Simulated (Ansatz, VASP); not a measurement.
# Mo in VASP and in Ansatz

INCAR

```
PREC = Accurate
ENCUT = 520
EDIFF = 1E-7
ISMEAR = 0
SIGMA = 0.15
LREAL = F
LASPH = T
NELM = 100
ALGO = Fast
ISIF = 2
LWAVE = F
LCHARG = T
GGA = PS
LELF = T
LVHAR = T
NBANDS = 13
```

KPOINTS

```
regular mesh
0
Gamma
  22 22 22
```

File POSCAR:

```
Mo
1.0
   -1.4453200000      1.4453200000      1.6338400000
    1.4453200000     -1.4453200000      1.6338400000
    1.4453200000      1.4453200000     -1.6338400000
Mo
1
Direct
    0.0000000000      0.0000000000      0.0000000000
```

Input for Ansatz:

```yaml
crystal:
  lattice:
    - [-1.44532, 1.44532, 1.63384]
    - [1.44532, -1.44532, 1.63384]
    - [1.44532, 1.44532, -1.63384]
  atoms:
    - { symbol: Mo, position: [0.0, 0.0, 0.0] }
basis:
  ecutwfc: 420
kpoints:
  mp_grid: { grid: [22, 22, 22] }
hamiltonian:
  xc: pbesol
scf:
  occupations: { method: gaussian, width: 0.15 }
output:
  forces: true
  stress: true
  eigenvalues: true
```

Change from the starting cell: strain -0.080 along x and y, +0.040 along z, atoms carried along.

Alike in both runs: task single point; functional PBEsol; k mesh 22 × 22 × 22; occupations gaussian, width 0.15 eV; no spin polarisation.

|  | VASP | Ansatz |
| --- | --- | --- |
| version | VASP 6.6.1 | Ansatz 0.2.0 |
| potentials or method | VASP PAW PBE potentials, release 64 (Mo_sv), cutoff 520 eV | scalar-relativistic, plane waves, PAW |
| valence electrons in the cell | 14 | 14 |

Ansatz gave:

```
gap on the k mesh at the Fermi level (eV)                     : none
pressure (GPa)                                                : 42.8
traceless stress, the component that is largest in VASP (GPa) : -26.30
```

Q: Estimate VASP's values.

A: gap on the k mesh at the Fermi level (eV): none; pressure (GPa): 43.8; traceless stress, the component that is largest in VASP (GPa): -26.27.

VASP's potentials were made for PBE, not for PBEsol. A gap of «none» marks a metal or a gap that the smearing closes. Both programs put the cell under a high pressure, so it lies far from rest at this level.
